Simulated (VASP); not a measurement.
Crystal: Zr.

```xyz
2
Lattice="3.2320 0.0000 0.0000 -1.6160 2.7990 0.0000 0.0000 0.0000 5.1470" Properties=species:S:1:pos:R:3 pbc="T T T"
Zr    0.0000    1.8660    1.2868
Zr    1.6160    0.9330    3.8603
```

| Property | Result |
| --- | --- |
| Program | VASP 6.6.1 |
| Task | relaxation of cell and atoms |
| Functional | pbe exchange, lda correlation |
| Potentials or basis | VASP PAW PBE potentials, release 64 (Zr_sv) |
| Cutoff | 500 eV |
| k mesh | 9 × 9 × 5 |
| Occupations | gaussian, width 0.05 eV |
| Spin | no spin polarisation |

At the start: pressure 5.7 GPa; volume 23.28 Å³/atom.

Problem. How do energy, volume and symmetry change on relaxing?

Solution. Over 6 steps the energy falls by 25.4 meV/atom and the volume is 24.72 Å³/atom (+6.2 %); space group P6_3/mmc (No. 194, to 0.1 Å) before and after.

Step by step:
```
step  energy change (eV)  largest force (eV/Å)  pressure (GPa)  volume (Å³)
   1              0.0000                0.0000            5.72        46.56
   2             -0.0083                0.0000           -4.46        52.39
   3             -0.0505                0.0000           -0.06        49.51
   4             -0.0505                0.0000            0.04        49.45
   5             -0.0507                0.0000            0.05        49.44
   6             -0.0508                0.0000            0.05        49.43
```

Final structure:
```
Zr
1.0
     3.28658    0.00000    0.00000
    -1.64329    2.84626    0.00000
     0.00000    0.00000    5.28426
Zr
2
Direct
  0.33333 0.66667 0.25000
  0.66667 0.33333 0.75000
```

Caveat: the PAW data sets were made with another functional, which shifts forces and pressure a little.
